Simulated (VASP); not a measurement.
# Li6Be2Nb (Fm-3m) in VASP: a series of runs

Runs on Li6Be2Nb. Level: PBE. Tasks: single point, relaxation of cell and atoms.

All numbers are computed with VASP 6.6.1; they aren't measurements. Logs are shortened: lines on timing, memory, paths and dates and some standing lists are left out, and cuts for length are marked.

### Step 1. The cell of the first run

Symmetry: Fm-3m, No. 225, cubic system. The conventional cell has a = 8.399 Å, b = 8.399 Å, c = 8.399 Å, α = 90.00°, β = 90.00°, γ = 90.00°. Within 3.2 Å of Li (site symmetry 4mm) lie 1 Nb at 2.44 Å and 4 Li at 2.48 Å and 4 Be at 2.99 Å. Be (site symmetry -43m) has 12 Li at 2.99 Å and 4 Nb at 3.64 Å within 3.9 Å. Nb (site symmetry m-3m) has 6 Li at 2.44 Å within 3.2 Å.

### Step 2. Single point, PBE

The input, INCAR:

```
  ALGO = Normal
  EDIFF = 1E-6
  ENCUT = 520
  GGA = PE
  ISIF = 2
  ISMEAR = 0
  LASPH = T
  LCHARG = T
  LELF = T
  LREAL = F
  LVHAR = T
  LWAVE = F
  NBANDS = 28
  NELM = 100
  PREC = Accurate
  SIGMA = 0.1
```

The input, KPOINTS:

```
k-points
0
Gamma
  8 8 8
```

The input, POSCAR:

```
Li6Be2Nb
1.0
    0.0000000000      4.1992698759      4.1992698759
    4.1992698759      0.0000000000      4.1992698759
    4.1992698759      4.1992698759      0.0000000000
Li Be Nb
6 2 1
Direct
    0.7091551967      0.2908448033      0.2908448033
    0.2908448033      0.7091551967      0.2908448033
    0.2908448033      0.7091551967      0.7091551967
    0.7091551967      0.2908448033      0.7091551967
    0.2908448033      0.2908448033      0.7091551967
    0.7091551967      0.7091551967      0.2908448033
    0.2500000000      0.2500000000      0.2500000000
    0.7500000000      0.7500000000      0.7500000000
    0.0000000000      0.0000000000      0.0000000000
```

Potentials or basis: VASP PAW PBE potentials, release 64 (Li_sv, Be, Nb_sv).

Launch:

```
> cat potpaw_PBE.64/Li_sv/POTCAR potpaw_PBE.64/Be/POTCAR potpaw_PBE.64/Nb_sv/POTCAR > POTCAR
> mpirun -np 1 vasp_std > vasp.out
```

OUTCAR:

```text
EDIFF = 1E-6
   ENCUT = 520
   GGA = PE
   ISIF = 2
   ISMEAR = 0
   LASPH = T
   LREAL = F
   NELM = 100
   PREC = Accurate

 ion  position               nearest neighbor table
   1  0.709  0.291  0.291-   9 2.44   4 2.48   5 2.48   6 2.48   2 2.48
   2  0.291  0.709  0.291-   9 2.44   3 2.48   5 2.48   6 2.48   1 2.48
   3  0.291  0.709  0.709-   9 2.44   4 2.48   5 2.48   6 2.48   2 2.48
   4  0.709  0.291  0.709-   9 2.44   3 2.48   5 2.48   6 2.48   1 2.48
   5  0.291  0.291  0.709-   9 2.44   2 2.48   3 2.48   4 2.48   1 2.48
   6  0.709  0.709  0.291-   9 2.44   2 2.48   3 2.48   4 2.48   1 2.48
   7  0.250  0.250  0.250-
   8  0.750  0.750  0.750-
   9  0.000  0.000  0.000-   1 2.44   2 2.44   3 2.44   4 2.44   5 2.44   6 2.44

  LATTYP: Found a face centered cubic cell.
 ALAT       =     8.3985397518

  Lattice vectors:

 A1 = (   0.0000000000,   4.1992698759,   4.1992698759)
 A2 = (   4.1992698759,   0.0000000000,   4.1992698759)
 A3 = (   4.1992698759,   4.1992698759,   0.0000000000)

Analysis of symmetry for initial positions (statically):
=====================================================================
 Subroutine PRICEL returns:
 Original cell was already a primitive cell.

 Routine SETGRP: Setting up the symmetry group for a
 face centered cubic supercell.

 Subroutine GETGRP returns: Found 48 space group operations
 (whereof 48 operations were pure point group operations)
 out of a pool of 48 trial point group operations.

The static configuration has the point symmetry O_h .

Analysis of symmetry for dynamics (positions and initial velocities):
=====================================================================
 Subroutine PRICEL returns:
 Original cell was already a primitive cell.

 Routine SETGRP: Setting up the symmetry group for a
 face centered cubic supercell.

 Subroutine GETGRP returns: Found 48 space group operations
 (whereof 48 operations were pure point group operations)
 out of a pool of 48 trial point group operations.

The dynamic configuration has the point symmetry O_h .

 Subroutine INISYM returns: Found 48 space group operations
 (whereof 48 operations are pure point group operations),
 and found     1 'primitive' translations

----------------------------------------------------------------------------------------

                                     Primitive cell

  volume of cell :     148.0987

  direct lattice vectors                    reciprocal lattice vectors
     0.000000000  4.199269876  4.199269876    -0.119068318  0.119068318  0.119068318
     4.199269876  0.000000000  4.199269876     0.119068318 -0.119068318  0.119068318
     4.199269876  4.199269876  0.000000000     0.119068318  0.119068318 -0.119068318

  length of vectors
     5.938664411  5.938664411  5.938664411     0.206232376  0.206232376  0.206232376

  position of ions in fractional coordinates (direct lattice)
     0.709155197  0.290844803  0.290844803
     0.290844803  0.709155197  0.290844803
     0.290844803  0.709155197  0.709155197
     0.709155197  0.290844803  0.709155197
     0.290844803  0.290844803  0.709155197
     0.709155197  0.709155197  0.290844803
     0.250000000  0.250000000  0.250000000
     0.750000000  0.750000000  0.750000000
     0.000000000  0.000000000  0.000000000

  ion indices of the primitive-cell ions
   primitive index   ion index
                 1           1
                 2           2
                 3           3
                 4           4
                 5           5
                 6           6
                 7           7
                 8           8
                 9           9

----------------------------------------------------------------------------------------

 KPOINTS: k-points

Automatic generation of k-mesh.
 Grid dimensions read from file:
 generate k-points for:    8    8    8

 Generating k-lattice:

  Cartesian coordinates                     Fractional coordinates (reciprocal lattice)
    -0.014883540  0.014883540  0.014883540     0.125000000  0.000000000  0.000000000
     0.014883540 -0.014883540  0.014883540     0.000000000  0.125000000  0.000000000
     0.014883540  0.014883540 -0.014883540     0.000000000  0.000000000  0.125000000

  Length of vectors
     0.025779047  0.025779047  0.025779047

  Shift w.r.t. Gamma in fractional coordinates (k-lattice)
     0.000000000  0.000000000  0.000000000

 Subroutine IBZKPT returns following result:
 ===========================================

 Found     29 irreducible k-points:

 Following reciprocal coordinates:
            Coordinates               Weight
  0.000000  0.000000  0.000000      1.000000
  0.125000  0.000000  0.000000      8.000000
  0.250000  0.000000  0.000000      8.000000
  0.375000  0.000000  0.000000      8.000000
  0.500000  0.000000  0.000000      4.000000
  0.125000  0.125000  0.000000      6.000000
[... 16 lines left out ...]
  0.500000  0.250000  0.125000     48.000000
 -0.375000  0.250000  0.125000     24.000000
 [... further k-points ...]
   k-points           NKPTS =     29   k-points in BZ     NKDIM =     29   number of bands    NBANDS=     28
   number of dos      NEDOS =    301   number of ions     NIONS =      9
   total plane-waves  NPLWV = 110592
   dimension x,y,z NGX =    48 NGY =   48 NGZ =   48
   dimension x,y,z NGXF=    96 NGYF=   96 NGZF=   96
   ions per type =               6   2   1
   NGX,Y,Z   is equivalent  to a cutoff of  13.44, 13.44, 13.44 a.u.
   NGXF,Y,Z  is equivalent  to a cutoff of  26.87, 26.87, 26.87 a.u.
 SYSTEM =  unknown system
   PREC   = accura    normal or accurate (medium, high low for compatibility)
   ISTART =      0    job   : 0-new  1-cont  2-samecut
   ICHARG =      2    charge: 1-file 2-atom 10-const
   ISPIN  =      1    spin polarized calculation?
   LNONCOLLINEAR =      F non collinear calculations
   LSORBIT =      F    spin-orbit coupling
   LASPH  =      T    aspherical Exc in radial PAW
   ENCUT  =  520.0 eV  38.22 Ry    6.18 a.u.  11.04 11.04 11.04*2*pi/ulx,y,z
   NELM   =    100;   NELMIN=  2; NELMDL= -5     # of ELM steps
   EDIFF  = 0.1E-05   stopping-criterion for ELM
   LREAL  =      F    real-space projection
   EDIFFG = 0.1E-04   stopping-criterion for IOM
   NSW    =      0    number of steps for IOM
   IBRION =     -1    ionic relax: 0-MD 1-quasi-New 2-CG
   NFREE  =      0    steps in history (QN), initial steepest desc. (CG)
   ISIF   =      2    stress and relaxation
   ISYM   =      2    0-nonsym 1-usesym 2-fastsym
   POTIM  = 0.5000    time-step for ionic-motion
   TEBEG  =    0.0;   TEEND  =   0.0 temperature during run
   PSTRESS=    0.0 pullay stress
   NELECT =      35.0000    total number of electrons
   NUPDOWN=      -1.0000    fix difference up-down
   EMIN   =  10.00;   EMAX   =-10.00  energy-range for DOS
   EFERMI =   0.00;   METHOD = LEGACY
   ISMEAR =     0;   SIGMA  =   0.10  broadening in eV -4-tet -1-fermi 0-gaus
   EFERMI_NEDOS =   21; number of points for ismear=-14 and -15
   IALGO  =     38    algorithm
   IMIX   =      4    mixing-type and parameters
     AMIX     =   0.40;   BMIX     =  1.00
     AMIX_MAG =   1.60;   BMIX_MAG =  1.00
  volume/ion in A,a.u.               =      16.46       111.05
  Fermi-wavevector in a.u.,A,eV,Ry     =   1.012155  1.912696 13.938596  1.024458
  Thomas-Fermi vector in A             =   2.145248
   LORBIT       =      0    0 simple, 1 ext, 2 COOP (PROOUT), +10 PAW based schemes
   GGA     = PE    functional components
   LHFCALC =     F    Hartree Fock is set to
   AEXX    =    0.0000 exact exchange contribution
   IVDW    =     0    specifies the selected vdW correction
   LEPSILON=     F    determine dielectric tensor
   LRPA    =     F    only Hartree local field effects (RPA)
 non-spin polarized calculation
 Gauss-broadening in eV      SIGMA  =   0.10
  energy-cutoff  :      520.00
  volume of cell :      148.10
 maximum number of plane-waves:      4001
 NGX is ok and might be reduce to    48
   NGX = 23   NGY = 23   NGZ = 23

 number of electron      35.0000010 magnetization

 Free energy of the ion-electron system (eV)
  ---------------------------------------------------
  ext. energy  EPLUGINS =         0.00000000
  ---------------------------------------------------
  free energy    TOTEN  =       -20.17028756 eV

  energy without entropy =      -20.10355029  energy(sigma->0) =      -20.13691893

 E-fermi :   2.3478     XC(G=0):  -8.4275

 val. band max:        2.3364920739   @ k =   0.3750   0.2500   0.1250
 cond. band min:       2.3501960831   @ k =   0.3750   0.3750   0.0000
 fundamental gap:      0.0137040092
 Fermi energy:         2.3477744947

 k-point     1 :       0.0000    0.0000    0.0000
  band No.  band energies     occupation
      1     -52.3401      2.00000
      2     -43.4783      2.00000
      3     -43.4249      2.00000
      4     -43.4249      2.00000
      5     -43.4249      2.00000
      6     -43.3972      2.00000
[... 20 lines left out ...]
     27       5.3105      0.00000
     28       5.7969      0.00000

 k-point     2 :       0.1250    0.0000    0.0000
  band No.  band energies     occupation
      1     -52.3401      2.00000
      2     -43.4785      2.00000
      3     -43.4247      2.00000
      4     -43.4247      2.00000
      5     -43.4247      2.00000
      6     -43.3974      2.00000
[... 20 lines left out ...]
     27       5.7211      0.00000
     28       6.4303      0.00000

 k-point     3 :       0.2500    0.0000    0.0000
  band No.  band energies     occupation
      1     -52.3401      2.00000
      2     -43.4789      2.00000
      3     -43.4244      2.00000
      4     -43.4242      2.00000
      5     -43.4242      2.00000
      6     -43.3980      2.00000
[... 616 lines left out ...]
      3     -43.4248      2.00000
      4     -43.4239      2.00000
      5     -43.4237      2.00000
      6     -43.3986      2.00000
[... 20 lines left out ...]
     27       7.2447      0.00000
     28       8.0344      0.00000

 k-point    24 :      -0.3750    0.2500    0.1250
  band No.  band energies     occupation
      1     -52.3401      2.00000
      2     -43.4789      2.00000
      3     -43.4244      2.00000
      4     -43.4242      2.00000
      5     -43.4235      2.00000
      6     -43.3985      2.00000
[... 20 lines left out ...]
     27       6.9936      0.00000
     28       8.6107      0.00000

 [... further k-points ...]
[... 5 lines left out ...]
  --------------------------------------------------------------------------------------
  -------------------------------------------------------------------------------------
  Total       -0.0330940     -0.0330940     -0.0330940     -0.0000000     -0.0000000      0.0000000
  in kB       -0.3580212     -0.3580212     -0.3580212     -0.0000000     -0.0000000      0.0000000
  external PRESSURE =      -0.3580212 kB  Pullay stress =       0.0000000 kB

 VOLUME and BASIS-vectors are now :
 -----------------------------------------------------------------------------
  energy-cutoff  :      520.00
  volume of cell :      148.10
      direct lattice vectors                 reciprocal lattice vectors
     0.000000000  4.199269876  4.199269876    -0.119068318  0.119068318  0.119068318
     4.199269876  0.000000000  4.199269876     0.119068318 -0.119068318  0.119068318
     4.199269876  4.199269876  0.000000000     0.119068318  0.119068318 -0.119068318

 POSITION                                       TOTAL-FORCE (eV/Angst)
 -----------------------------------------------------------------------------------
      2.44267      4.19927      4.19927        -0.010237     -0.000000     -0.000000
      4.19927      2.44267      4.19927         0.000000     -0.010237     -0.000000
      5.95587      4.19927      4.19927         0.010237     -0.000000     -0.000000
      4.19927      5.95587      4.19927         0.000000      0.010237     -0.000000
      4.19927      4.19927      2.44267         0.000000     -0.000000     -0.010237
      4.19927      4.19927      5.95587         0.000000     -0.000000      0.010237
      2.09963      2.09963      2.09963         0.000000     -0.000000     -0.000000
      6.29890      6.29890      6.29890         0.000000      0.000000     -0.000000
      0.00000      0.00000      0.00000         0.000000     -0.000000      0.000000
 -----------------------------------------------------------------------------------
    total drift:                                0.000000      0.000000      0.000000

  FREE ENERGIE OF THE ION-ELECTRON SYSTEM (eV)
  ---------------------------------------------------
  free  energy   TOTEN  =       -20.1702875607 eV

  energy  without entropy=      -20.1035502906  energy(sigma->0) =      -20.13691893
```

Wall time 3.9 min (1 thread of Intel Xeon Platinum 8488C (Sapphire Rapids), shared host); peak memory 0.38 GiB.

Results:

- Free energy: -20.1703 eV
- Largest force: 0.010 eV/Å

Forces on the atoms (eV/Å):
```
Li  -0.010  0.000  0.000
Li   0.000 -0.010  0.000
Li   0.010  0.000  0.000
Li   0.000  0.010  0.000
Li   0.000  0.000 -0.010
Li   0.000  0.000  0.010
Be   0.000  0.000  0.000
Be   0.000  0.000  0.000
Nb   0.000  0.000  0.000
```

Levels at points of the mesh, in eV from the Fermi level:
```csv
k point,band 15,band 16,band 17,band 18,band 19,band 20,band 21,band 22
"(0.00, 0.00, 0.00)",-0.70,-0.29,-0.14,-0.14,0.95,0.95,0.95,2.37
"(0.50, 0.00, 0.00)",-0.81,-0.46,-0.11,-0.11,0.03,0.03,1.67,1.87
"(0.50, 0.50, 0.00)",-1.12,-0.73,-0.10,-0.03,-0.03,0.03,1.61,2.88
```

Caveat: the cutoff is under 1.25 times the usual one of these potentials, so pressure, stress and relaxed cells hold a basis-set (Pulay) error.

(Continued in part 2 of 2.)
